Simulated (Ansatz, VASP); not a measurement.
# One calculation of CsPbCl3, two programs

INCAR

```
SYSTEM = CsPbCl3
ALGO = Normal
EDIFF = 1E-7
ENCUT = 520
GGA = RP
ISIF = 2
ISMEAR = -1
LASPH = .TRUE.
LCHARG = .TRUE.
LELF = .TRUE.
LREAL = .FALSE.
LVHAR = .TRUE.
LWAVE = .FALSE.
NBANDS = 30
NELM = 60
PREC = Accurate
SIGMA = 0.05
```

The input KPOINTS:

```
k-points
0
G
  5 5 5
  0 0 0
```

POSCAR

```
CsPbCl3
1.0
    5.6050000000      0.0000000000      0.0000000000
    0.0000000000      5.6050000000      0.0000000000
    0.0000000000      0.0000000000      5.6050000000
Pb Cs Cl
1 1 3
Direct
    0.5000000000      0.5000000000      0.5000000000
    0.0000000000      0.0000000000      0.0000000000
    0.5000000000      0.0000000000      0.5000000000
    0.0000000000      0.5000000000      0.5000000000
    0.5000000000      0.5000000000      0.0000000000
```

The input input.yaml:

```yaml
crystal:
  lattice:
    - [5.605, 0.0, 0.0]
    - [0.0, 5.605, 0.0]
    - [0.0, 0.0, 5.605]
  atoms:
    - { symbol: Pb, position: [0.5, 0.5, 0.5] }
    - { symbol: Cs, position: [0.0, 0.0, 0.0] }
    - { symbol: Cl, position: [0.5, 0.0, 0.5] }
    - { symbol: Cl, position: [0.0, 0.5, 0.5] }
    - { symbol: Cl, position: [0.5, 0.5, 0.0] }
hamiltonian:
  xc: rpbe
  pseudopotentials: { kind: paw }
kpoints:
  mp_grid: { grid: [5, 5, 5] }
  band_path:
    path:
      - [[0.0, 0.0, 0.0], [0.0, 0.5, 0.0], [0.5, 0.5, 0.0], [0.0, 0.0, 0.0], [0.5, 0.5, 0.5], [0.0, 0.5, 0.0]]
      - [[0.5, 0.5, 0.0], [0.5, 0.5, 0.5]]
    npoints: 14
scf:
  occupations: { method: fermi_dirac, width: 0.05 }
  n_extra_bands: 12
output:
  forces: true
  stress: true
  eigenvalues: true
  fatbands: false
```

Alike in both runs: functional RPBE; k mesh 5 × 5 × 5; occupations fermi-dirac, width 0.05 eV; no spin polarisation.

|  | VASP | Ansatz |
| --- | --- | --- |
| version | VASP 6.6.1 | Ansatz 0.2.0 |
| potentials or method | VASP PAW PBE potentials, release 64 (Pb_d, Cs_sv, Cl) | Ansatz PAW |
| plane-wave cutoff (eV) | 520 | 420 |
| valence electrons in the cell | 44 | 44 |
| task | single point | band structure |

|  | VASP | Ansatz | Ansatz less VASP |
| --- | --- | --- | --- |
| gap on the k mesh at the Fermi level (eV) | 3.07 | 3.06 | -0.009 |
| pressure (GPa) | 3.2 | 3.3 | +0.05 |

VASP's potentials were made for PBE, not for RPBE. With one functional, cell and mesh, what is left measures potentials, basis and numerics.

Spin-orbit coupling is off throughout.
